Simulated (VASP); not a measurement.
# HPbNO4 (Pmmn) in VASP: a series of runs

The runs below take HPbNO4 through single point, with PBE+D4, PBE, PBE-based screened hybrid.

Program: VASP 6.6.1. These are calculated values, not measurements. Logs are shortened: lines on timing, memory, paths and dates and some standing lists are left out, and cuts for length are marked.

### Step 1. The cell of the first run

The structure is orthorhombic, space group Pmmn (No. 59). The conventional cell has a = 4.815 Å, b = 5.473 Å, c = 7.121 Å, α = 90.00°, β = 90.00°, γ = 90.00°. H (site symmetry mm2) has 1 O at 0.97 Å within 1.3 Å. Within 3.4 Å of Pb (site symmetry mm2) lie 11 O at 2.57 to 3.26 Å and 4 H at 2.90 to 3.05 Å and 1 N at 3.03 Å. Within 1.6 Å of N (site symmetry mm2) lie 3 O at 1.23 to 1.28 Å. Within 1.3 Å of O (site symmetry mm2) lie 1 H at 0.97 Å. Within 1.7 Å of O (site symmetry m) lie 1 N at 1.28 Å. O (site symmetry mm2) has 1 N at 1.23 Å within 1.6 Å.

### Step 2. Single point, PBE+D4

INCAR reads:

```
PREC = Accurate
ENCUT = 520
EDIFF = 1E-6
ISMEAR = -1
SIGMA = 0.05
LREAL = F
LASPH = T
NELM = 100
ALGO = Normal
ISIF = 2
LWAVE = F
LCHARG = F
GGA = PE
IVDW = 13
NBANDS = 57
```

KPOINTS reads:

```
regular mesh
0
Gamma
  4 4 3
```

POSCAR reads:

```
HPbNO4
1.0
    4.8146774688      0.0000000000      0.0000000000
    0.0000000000      5.4727598453      0.0000000000
    0.0000000000      0.0000000000      7.1208550776
H Pb N O
2 2 2 8
Direct
    0.0000000000      0.5000000000      0.1987378469
    0.5000000000      0.0000000000      0.8012621531
    0.5000000000      0.5000000000      0.9366335490
    0.0000000000      0.0000000000      0.0633664510
    0.0000000000      0.0000000000      0.6374740929
    0.5000000000      0.5000000000      0.3625259071
    0.0000000000      0.5000000000      0.0619936457
    0.5000000000      0.0000000000      0.9380063543
    0.0000000000      0.2000955731      0.7312979228
    0.0000000000      0.7999044269      0.7312979228
    0.0000000000      0.0000000000      0.4649224436
    0.5000000000      0.7000955731      0.2687020772
    0.5000000000      0.2999044269      0.2687020772
    0.5000000000      0.5000000000      0.5350775564
```

Potentials or basis: VASP PAW PBE potentials, release 64 (H, Pb_d, N, O).

Run with:

```
> cat potpaw_PBE.64/H/POTCAR potpaw_PBE.64/Pb_d/POTCAR potpaw_PBE.64/N/POTCAR potpaw_PBE.64/O/POTCAR > POTCAR
> mpirun -np 1 vasp_std > vasp.out
```

OUTCAR:

```text
PREC = Accurate
   ENCUT = 520
   EDIFF = 1E-6
   ISMEAR = -1
   LREAL = F
   LASPH = T
   NELM = 100
   ISIF = 2
   GGA = PE
   IVDW = 13

 ion  position               nearest neighbor table
   1  0.000  0.500  0.199-   7 0.97
   2  0.500  0.000  0.801-   8 0.97
   3  0.500  0.500  0.937-   7 2.57   7 2.57  13 2.61  12 2.61   8 2.74   8 2.74  14 2.86   4 3.75
                             4 3.75   4 3.75   4 3.75
   4  0.000  0.000  0.063-   8 2.57   8 2.57  10 2.61   9 2.61   7 2.74   7 2.74  11 2.86   3 3.75
                             3 3.75   3 3.75   3 3.75
   5  0.000  0.000  0.637-  11 1.23  10 1.28   9 1.28
   6  0.500  0.500  0.363-  14 1.23  13 1.28  12 1.28
   7  0.000  0.500  0.062-   1 0.97   3 2.57   3 2.57   4 2.74   4 2.74
   8  0.500  0.000  0.938-   2 0.97   4 2.57   4 2.57   3 2.74   3 2.74
   9  0.000  0.200  0.731-   5 1.28   4 2.61
  10  0.000  0.800  0.731-   5 1.28   4 2.61
  11  0.000  0.000  0.465-   5 1.23   4 2.86
  12  0.500  0.700  0.269-   6 1.28   3 2.61
  13  0.500  0.300  0.269-   6 1.28   3 2.61
  14  0.500  0.500  0.535-   6 1.23   3 2.86

  LATTYP: Found a simple orthorhombic cell.
 ALAT       =     4.8146774688
 B/A-ratio  =     1.1366825464
 C/A-ratio  =     1.4789890130

  Lattice vectors:

 A1 = (   4.8146774688,   0.0000000000,   0.0000000000)
 A2 = (   0.0000000000,   5.4727598453,   0.0000000000)
 A3 = (   0.0000000000,   0.0000000000,   7.1208550776)

Analysis of symmetry for initial positions (statically):
=====================================================================
 Subroutine PRICEL returns:
 Original cell was already a primitive cell.

 Routine SETGRP: Setting up the symmetry group for a
 simple orthorhombic supercell.

 Subroutine GETGRP returns: Found  8 space group operations
 (whereof  4 operations were pure point group operations)
 out of a pool of  8 trial point group operations.

The static configuration has the point symmetry C_2v.
 The point group associated with its full space group is D_2h.

Analysis of symmetry for dynamics (positions and initial velocities):
=====================================================================
 Subroutine PRICEL returns:
 Original cell was already a primitive cell.

 Routine SETGRP: Setting up the symmetry group for a
 simple orthorhombic supercell.

 Subroutine GETGRP returns: Found  8 space group operations
 (whereof  4 operations were pure point group operations)
 out of a pool of  8 trial point group operations.

The dynamic configuration has the point symmetry C_2v.
 The point group associated with its full space group is D_2h.

 Subroutine INISYM returns: Found  8 space group operations
 (whereof  4 operations are pure point group operations),
 and found     1 'primitive' translations

----------------------------------------------------------------------------------------

                                     Primitive cell

  volume of cell :     187.6315

  direct lattice vectors                    reciprocal lattice vectors
     4.814677469  0.000000000  0.000000000     0.207698232  0.000000000  0.000000000
     0.000000000  5.472759845  0.000000000     0.000000000  0.182723165  0.000000000
     0.000000000  0.000000000  7.120855078     0.000000000  0.000000000  0.140432573

  length of vectors
     4.814677469  5.472759845  7.120855078     0.207698232  0.182723165  0.140432573

  position of ions in fractional coordinates (direct lattice)
     0.000000000  0.500000000  0.198737847
     0.500000000  0.000000000  0.801262153
     0.500000000  0.500000000  0.936633549
     0.000000000  0.000000000  0.063366451
     0.000000000  0.000000000  0.637474093
     0.500000000  0.500000000  0.362525907
     0.000000000  0.500000000  0.061993646
     0.500000000  0.000000000  0.938006354
     0.000000000  0.200095573  0.731297923
     0.000000000  0.799904427  0.731297923
     0.000000000  0.000000000  0.464922444
     0.500000000  0.700095573  0.268702077
     0.500000000  0.299904427  0.268702077
     0.500000000  0.500000000  0.535077556

[... 58 lines left out ...]
 Fermi energy:         2.4235562833

 k-point     1 :       0.0000    0.0000    0.0000
  band No.  band energies     occupation
      1     -24.4361      2.00000
      2     -24.3957      2.00000
      3     -19.2288      2.00000
      4     -19.2039      2.00000
      5     -18.5540      2.00000
      6     -18.5364      2.00000
[... 48 lines left out ...]
     55       9.7190      0.00000
     56      10.5984      0.00000

 k-point     2 :       0.2500    0.0000    0.0000
  band No.  band energies     occupation
      1     -24.4292      2.00000
      2     -24.4008      2.00000
      3     -19.2220      2.00000
      4     -19.2040      2.00000
      5     -18.5509      2.00000
      6     -18.5385      2.00000
[... 48 lines left out ...]
     55       9.8654      0.00000
     56      10.7033      0.00000

 k-point     3 :       0.5000    0.0000    0.0000
  band No.  band energies     occupation
      1     -24.4142      2.00000
      2     -24.4142      2.00000
      3     -19.2096      2.00000
      4     -19.2096      2.00000
      5     -18.5443      2.00000
      6     -18.5443      2.00000
[... 818 lines left out ...]
 k-point    17 :       0.2500    0.5000    0.3333
  band No.  band energies     occupation
      1     -24.4123      2.00000
      2     -24.4123      2.00000
      3     -19.2157      2.00000
      4     -19.2157      2.00000
      5     -18.5635      2.00000
      6     -18.5635      2.00000
[... 48 lines left out ...]
     55      10.5535      0.00000
     56      10.5535      0.00000

 k-point    18 :       0.5000    0.5000    0.3333
  band No.  band energies     occupation
      1     -24.4113      2.00000
      2     -24.4113      2.00000
      3     -19.2117      2.00000
      4     -19.2117      2.00000
      5     -18.5634      2.00000
      6     -18.5634      2.00000
[... 48 lines left out ...]
     55      10.1182      0.00000
     56      10.1182      0.00000
 [bands above 56 left out]

------------------------ aborting loop because EDIFF is reached ----------------------------------------

  DFT-D4 for vdW energy calculation

  Edisp (eV):   -1.85425

  FORCE on cell =-STRESS in cart. coord.  units (eV):
  Direction    XX          YY          ZZ          XY          YZ          ZX
  --------------------------------------------------------------------------------------
  -------------------------------------------------------------------------------------
  Total      -0.31194     0.96295     1.80540     0.00000     0.00000     0.00000
  in kB      -2.66366     8.22263    15.41620     0.00000     0.00000     0.00000
  external pressure =        6.99 kB  Pullay stress =        0.00 kB

 VOLUME and BASIS-vectors are now :
 -----------------------------------------------------------------------------
  energy-cutoff  :      520.00
  volume of cell :      187.63
      direct lattice vectors                 reciprocal lattice vectors
     4.814677469  0.000000000  0.000000000     0.207698232  0.000000000  0.000000000
     0.000000000  5.472759845  0.000000000     0.000000000  0.182723165  0.000000000
     0.000000000  0.000000000  7.120855078     0.000000000  0.000000000  0.140432573

 POSITION                                       TOTAL-FORCE (eV/Angst)
 -----------------------------------------------------------------------------------
      0.00000      2.73638      1.41518         0.000000      0.000000      0.126907
      2.40734      0.00000      5.70567         0.000000      0.000000     -0.126907
      2.40734      2.73638      6.66963         0.000000      0.000000     -0.031977
      0.00000      0.00000      0.45122         0.000000      0.000000      0.031977
      0.00000      0.00000      4.53936         0.000000      0.000000      0.164042
      2.40734      2.73638      2.58149         0.000000      0.000000     -0.164042
      0.00000      2.73638      0.44145         0.000000      0.000000     -0.111808
      2.40734      0.00000      6.67941         0.000000      0.000000      0.111808
      0.00000      1.09508      5.20747         0.000000      0.279764      0.176050
      0.00000      4.37768      5.20747         0.000000     -0.279764      0.176050
      0.00000      0.00000      3.31065         0.000000      0.000000     -0.541736
      2.40734      3.83145      1.91339         0.000000      0.279764     -0.176050
      2.40734      1.64130      1.91339         0.000000     -0.279764     -0.176050
      2.40734      2.73638      3.81021         0.000000      0.000000      0.541736
 -----------------------------------------------------------------------------------
    total drift:                                0.000000      0.000000      0.000000

  FREE ENERGIE OF THE ION-ELECTRON SYSTEM (eV)
  ---------------------------------------------------
  free  energy   TOTEN  =       -82.0957028337 eV

  energy  without entropy=      -82.0957028336  energy(sigma->0) =      -82.09570283
```

It took 8.7 min on 1 thread of AMD EPYC 7R13, shared host; peak memory 0.34 GiB.

What came out:

* Free energy: -82.0957 eV
* Pressure: 0.7 GPa
* Largest force: 0.542 eV/Å
* Band gap on the k mesh: 2.75 eV, indirect (least direct gap 2.81 eV)
* Dispersion energy per atom: -0.132 eV

Forces on the atoms (eV/Å):
```
H    0.000  0.000  0.127
H    0.000  0.000 -0.127
Pb   0.000  0.000 -0.032
Pb   0.000  0.000  0.032
N    0.000  0.000  0.164
N    0.000  0.000 -0.164
O    0.000  0.000 -0.112
O    0.000  0.000  0.112
O    0.000  0.280  0.176
O    0.000 -0.280  0.176
O    0.000  0.000 -0.542
O    0.000  0.280 -0.176
O    0.000 -0.280 -0.176
O    0.000  0.000  0.542
```

Stress tensor (GPa, compression positive):
```
-0.27  0.00  0.00
 0.00  0.82  0.00
 0.00  0.00  1.54
```

Levels at points of the mesh, in eV from the valence-band top:
```tsv
k point	band 41	band 42	band 43	band 44	band 45	band 46	band 47	band 48
(0.00, 0.00, 0.00)	-1.43	-1.29	-0.36	0.00	3.00	3.76	5.17	5.28
(0.50, 0.00, 0.00)	-0.70	-0.70	-0.19	-0.19	3.36	3.36	4.89	4.89
(0.00, 0.50, 0.00)	-0.71	-0.71	-0.33	-0.33	3.55	3.55	4.20	4.20
(0.50, 0.50, 0.00)	-0.39	-0.39	-0.07	-0.07	2.75	2.75	4.28	4.28
```

Caveat: the standard files for N, O and F lose accuracy on very short bonds; spin-orbit coupling is left out, which moves the levels of the heavy elements.

### Step 3. Single point, PBE

This run uses another cell than the first one, of 15.12 Å³/atom, 1.128 times its volume.

INCAR reads:

```
PREC = Accurate
ENCUT = 520
EDIFF = 1E-7
ISMEAR = -1
SIGMA = 0.05
LREAL = False
LASPH = True
NELM = 100
ALGO = Normal
ISIF = 2
LWAVE = False
LCHARG = False
GGA = PE
NBANDS = 57
```

KPOINTS reads:

```
Automatic mesh
0
Gamma
  6 5 4
```

POSCAR reads:

```
HPbNO4
1.0
    5.0211139324      0.0000000000      0.0000000000
    0.0000000000      5.7069768897      0.0000000000
    0.0000000000      0.0000000000      7.3855348908
H Pb N O
2 2 2 8
Direct
    0.0000000000      0.5000000000      0.1931700000
    0.5000000000      0.0000000000      0.8068300000
    0.5000000000      0.5000000000      0.9525700000
    0.0000000000      0.0000000000      0.0474300000
    0.0000000000      0.0000000000      0.6365400000
    0.5000000000      0.5000000000      0.3634600000
    0.0000000000      0.5000000000      0.0586000000
    0.5000000000      0.0000000000      0.9414000000
    0.0000000000      0.1956900000      0.7299500000
    0.0000000000      0.8043100000      0.7299500000
    0.0000000000      0.0000000000      0.4675000000
    0.5000000000      0.6956900000      0.2700500000
    0.5000000000      0.3043100000      0.2700500000
    0.5000000000      0.5000000000      0.5325000000
```

Potentials or basis: VASP PAW PBE potentials, release 64 (H, Pb_d, N, O).

Run with:

```
> cat potpaw_PBE.64/H/POTCAR potpaw_PBE.64/Pb_d/POTCAR potpaw_PBE.64/N/POTCAR potpaw_PBE.64/O/POTCAR > POTCAR
> mpirun -np 1 vasp_std > vasp.out
```

Run time: 7.6 min. Hardware: 1 thread of AMD EPYC 7R13 (Zen 3), shared host; peak memory 0.47 GiB.

Results (log left out):

```yaml
Free_energy: -80.1684 eV
Pressure: -4.4 GPa
Largest_force: 1.185 eV/Å
Band_gap_on_the_k_mesh: 2.69 eV, indirect (least direct gap 2.88 eV)
```

Forces in eV/Å, atoms in the order of the input:
```
H    0.000  0.000 -0.719
H    0.000  0.000  0.719
Pb   0.000  0.000  0.357
Pb   0.000  0.000 -0.357
N    0.000  0.000 -0.126
N    0.000  0.000  0.126
O    0.000  0.000  0.586
O    0.000  0.000 -0.586
O    0.000 -0.897 -0.380
O    0.000  0.897 -0.380
O    0.000  0.000  1.185
O    0.000 -0.897  0.380
O    0.000  0.897  0.380
O    0.000  0.000 -1.185
```

Stress tensor (GPa, compression positive):
```
-1.95  0.00  0.00
 0.00 -4.56  0.00
 0.00  0.00 -6.58
```

Levels at points of the mesh, in eV from the valence-band top:
| k point | band 41 | band 42 | band 43 | band 44 | band 45 | band 46 | band 47 | band 48 |
| --- | --- | --- | --- | --- | --- | --- | --- | --- |
| (0.00, 0.00, 0.00) | -1.29 | -1.18 | -0.28 | 0.00 | 3.01 | 3.62 | 4.86 | 4.97 |
| (0.50, 0.00, 0.00) | -0.66 | -0.66 | -0.15 | -0.15 | 3.21 | 3.21 | 4.52 | 4.52 |
| (0.00, 0.00, 0.50) | -1.30 | -1.24 | -0.19 | -0.10 | 3.06 | 3.55 | 4.07 | 4.93 |
| (0.50, 0.00, 0.50) | -0.70 | -0.70 | -0.14 | -0.14 | 3.27 | 3.27 | 4.34 | 4.34 |

Caveat: the standard files for N, O and F lose accuracy on very short bonds; spin-orbit coupling is left out, which moves the levels of the heavy elements; forces of over 1 eV/Å act on the atoms, so gaps and moduli don't describe the material at rest.

### Step 4. Single point, PBE-based screened hybrid

This run uses another cell than the first one, of 14.26 Å³/atom, 1.064 times its volume.

POSCAR, as its differences from that of step 3:

```diff
@@ -2,5 +2,5 @@
 1.0
-    5.0211139324      0.0000000000      0.0000000000
-    0.0000000000      5.7069768897      0.0000000000
-    0.0000000000      0.0000000000      7.3855348908
+    4.9245300000      0.0000000000      0.0000000000
+    0.0000000000      5.5972000000      0.0000000000
+    0.0000000000      0.0000000000      7.2434700000
 H Pb N O
```

INCAR.step1 reads:

```
PREC     = Accurate       # precision mode
ENCUT    = 520            # plane-wave cutoff, eV
EDIFF    = 1E-5           # SCF threshold, eV
ISMEAR   = -1             # smearing method
SIGMA    = 0.05           # smearing width, eV
LREAL    = False          # projectors in reciprocal space
LASPH    = True           # aspherical terms in the spheres
NELM     = 100            # most SCF steps
ALGO     = Normal         # electronic algorithm
ISIF     = 2              # what is computed and relaxed
LWAVE    = True           # write WAVECAR
LCHARG   = False          # write CHGCAR
GGA      = PE             # functional
NBANDS   = 57             # bands
LUSENCCL = False
```

INCAR.step2 reads:

```
PREC     = Accurate       # precision mode
ENCUT    = 520            # plane-wave cutoff, eV
EDIFF    = 1E-7           # SCF threshold, eV
ISMEAR   = -1             # smearing method
SIGMA    = 0.05           # smearing width, eV
LREAL    = False          # projectors in reciprocal space
LASPH    = True           # aspherical terms in the spheres
NELM     = 100            # most SCF steps
ALGO     = Normal         # electronic algorithm
ISIF     = 2              # what is computed and relaxed
LWAVE    = False          # write WAVECAR
LCHARG   = False          # write CHGCAR
GGA      = PE             # functional
LHFCALC  = True           # exact exchange
AEXX     = 0.25           # exact-exchange fraction
HFSCREEN = 0.3            # screening, 1/A
PRECFOCK = Fast         
ISTART   = 1            
NBANDS   = 57             # bands
LUSENCCL = False
```

KPOINTS reads:

```
regular mesh
0
Gamma
  3 2 2
```

Run with:

```
> cat potpaw_PBE.64/H/POTCAR potpaw_PBE.64/Pb_d/POTCAR potpaw_PBE.64/N/POTCAR potpaw_PBE.64/O/POTCAR > POTCAR
> cp INCAR.step1 INCAR
> mpirun -np 1 vasp_std > vasp.out
> cp INCAR.step2 INCAR
> mpirun -np 1 vasp_std > vasp.out
```

Run time: 20 min. Hardware: 1 × NVIDIA H100 80GB with 1 thread of AMD EPYC 7R13 (Zen 3), shared host; peak memory 1.4 GiB.

Results (log left out):

| Item | Value |
| --- | --- |
| Free energy | -99.1408 eV |
| Pressure | -3.1 GPa |
| Largest force | 0.959 eV/Å |
| Band gap on the k mesh | 4.15 eV, indirect (least direct gap 4.19 eV) |

Forces on the atoms (eV/Å):
```
H    0.000  0.000 -0.402
H    0.000  0.000  0.402
Pb   0.000  0.000  0.145
Pb   0.000  0.000 -0.145
N    0.000  0.000  0.117
N    0.000  0.000 -0.117
O    0.000  0.000  0.350
O    0.000  0.000 -0.350
O    0.000 -0.878 -0.386
O    0.000  0.878 -0.386
O    0.000  0.000  0.840
O    0.000 -0.878  0.386
O    0.000  0.878  0.386
O    0.000  0.000 -0.840
```

Stress tensor (GPa, compression positive):
```
-1.39  0.00  0.00
 0.00 -3.19  0.00
 0.00  0.00 -4.58
```

Levels at points of the mesh, in eV from the valence-band top:
```
           k point  band 42  band 43  band 44  band 45  band 46  band 47
(0.00, 0.00, 0.00)    -1.27    -0.64    -0.29     4.44     5.24     6.40
(0.00, 0.50, 0.00)    -0.79    -0.42    -0.42     4.99     4.99     5.36
(0.00, 0.00, 0.50)    -1.33    -0.52    -0.43     4.53     5.13     5.54
(0.00, 0.50, 0.50)    -0.75    -0.34    -0.34     5.02     5.02     5.14
```

Caveat: the k points lie up to 0.56 Å⁻¹ apart; the standard files for N, O and F lose accuracy on very short bonds; the PAW data sets were made with another functional, which shifts forces and pressure a little; spin-orbit coupling is left out, which moves the levels of the heavy elements. A k mesh can miss the band edges.

### Step 5. The runs side by side

```csv
level,cell,k mesh,grid for exact exchange (PRECFOCK),share of exact exchange,screening parameter,gap on the mesh (eV),pressure (GPa),largest force (eV/Å)
PBE+D4,"a = 4.815, b = 5.473, c = 7.121 Å, 14 atoms",4 × 4 × 3,-,-,-,2.75,0.7,0.54
PBE,"a = 5.021, b = 5.707, c = 7.386 Å, 14 atoms",6 × 5 × 4,-,-,-,2.69,-4.4,1.18
PBE-based screened hybrid,"a = 4.925, b = 5.597, c = 7.243 Å, 14 atoms",3 × 2 × 2,Fast,0.25,0.3 1/Å,4.15,-3.1,0.96
```

Alike in all rows: task single point; potentials or basis VASP PAW PBE potentials, release 64 (H, Pb_d, N, O); no spin polarisation; cutoff (eV) 520; smearing fermi-dirac 0.05 eV.

Caveats: some runs use coarse meshes; the standard files for N, O and F lose accuracy on very short bonds; spin-orbit coupling is left out, which moves the levels of the heavy elements; forces of over 1 eV/Å act on the atoms, so gaps and moduli don't describe the material at rest (some runs); the PAW data sets were made with another functional, which shifts forces and pressure a little (some runs).

Total energies depend on the potentials used, so only differences within one code and one set of settings carry meaning.
